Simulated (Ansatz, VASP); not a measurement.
**V3Si in VASP and in Ansatz**

```xyz
8
Lattice="4.7017 0.0000 0.0000 0.0000 4.7017 0.0000 0.0000 0.0000 4.7017" Properties=species:S:1:pos:R:3 pbc="T T T"
V     1.1754    0.0000    2.3508
V     2.3508    3.5262    0.0000
V     3.5262    0.0000    2.3508
V     2.3508    1.1754    0.0000
V     0.0000    2.3508    3.5262
V     0.0000    2.3508    1.1754
Si    0.0000    0.0000    0.0000
Si    2.3508    2.3508    2.3508
```

Alike in both runs: functional PBE; k mesh 6 × 6 × 6; collinear spin.

Ansatz relaxed the structure, and its values are those at the end. VASP's run is a single point on that final structure, the one shown.

|  | VASP | Ansatz |
| --- | --- | --- |
| version | VASP 6.6.1 | Ansatz 0.2.0 |
| potentials or method | VASP PAW PBE potentials, release 64 (V_sv, Si), cutoff 500 eV | plane waves, PAW |
| occupations | fermi-dirac, width 0.1 eV | fermi-dirac |
| valence electrons in the cell | 86 | 86 |

```csv
,VASP,Ansatz,Ansatz less VASP
pressure (GPa),0.2,0.0,-0.17
net moment per atom (μB),0.00,0.00,0.000
```

Ansatz's warnings: seeded moment not kept.
